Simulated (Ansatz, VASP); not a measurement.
# Two plane-wave programs on Hg

```
Hg
1.0
    -2.83814    2.83814    1.67572
     2.83814   -2.83814    1.67572
     2.83814    2.83814   -1.67572
Hg
2
Cartesian
  0.0000 2.8381 0.8379
  0.0000 0.0000 0.0000
```

Alike in both runs: task single point; functional LDA; k mesh 18 × 18 × 18; occupations gaussian, width 0.15 eV; no spin polarisation.

|  | VASP | Ansatz |
| --- | --- | --- |
| version | VASP 6.6.1 | Ansatz 0.2.0 |
| potentials or method | VASP PAW LDA potentials, release 64 (Hg), cutoff 520 eV | scalar-relativistic, plane waves, PAW |
| valence electrons in the cell | 24 | 40 |

Ansatz gave:

```
gap on the k mesh at the Fermi level (eV)                     : none
pressure (GPa)                                                : -4.0
traceless stress, the component that is largest in VASP (GPa) : -0.84
```

Question: What did VASP give for the same quantities?

Answer: gap on the k mesh at the Fermi level (eV): none; pressure (GPa): -3.6; traceless stress, the component that is largest in VASP (GPa): -1.00.

LDA's correlation is that of Perdew and Zunger in VASP and of Perdew and Wang (1992) in Ansatz. A gap of «none» marks a metal or a gap that the smearing closes. VASP's potentials hold 24 valence electrons a cell and Ansatz's 40, so a difference there can come from the potentials and not from the codes.

Spin-orbit coupling is off throughout.
